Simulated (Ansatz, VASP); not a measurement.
Two plane-wave programs on B2Ru3

```xyz
5
Lattice="3.0216 0.0000 0.0000 0.0000 3.0216 0.0000 0.0000 0.0000 6.5512" Properties=species:S:1:pos:R:3 pbc="T T T"
B     0.0000    1.5108    5.3834
B     1.5108    0.0000    5.3834
Ru    0.0000    1.5108    2.3754
Ru    1.5108    0.0000    2.3754
Ru    0.0000    0.0000    3.5174
```

Alike in both runs: task relaxation of cell and atoms; functional PBE; k mesh 6 × 6 × 4; occupations gaussian, width 0.1 eV; no spin polarisation.

|  | VASP | Ansatz |
| --- | --- | --- |
| version | VASP 6.6.1 | Ansatz 0.2.0 |
| potentials or method | VASP PAW PBE potentials, release 64 (B, Ru_pv), cutoff 600 eV | scalar-relativistic, plane waves, PAW |
| valence electrons in the cell | 48 | 54 |

|  | VASP | Ansatz | Ansatz less VASP |
| --- | --- | --- | --- |
| gap on the k mesh at the Fermi level, each at its own relaxed structure (eV) | none | none | - |
| relaxed volume (Å³/atom) | 13.29 | 13.33 | +0.038 |
| relaxed length of the cell vector where the two differ most in proportion (Å) | 4.021 | 4.027 | +0.0061 |

A gap of «none» marks a metal or a gap that the smearing closes. VASP's potentials hold 48 valence electrons a cell and Ansatz's 54, so a difference there can come from the potentials and not from the codes.
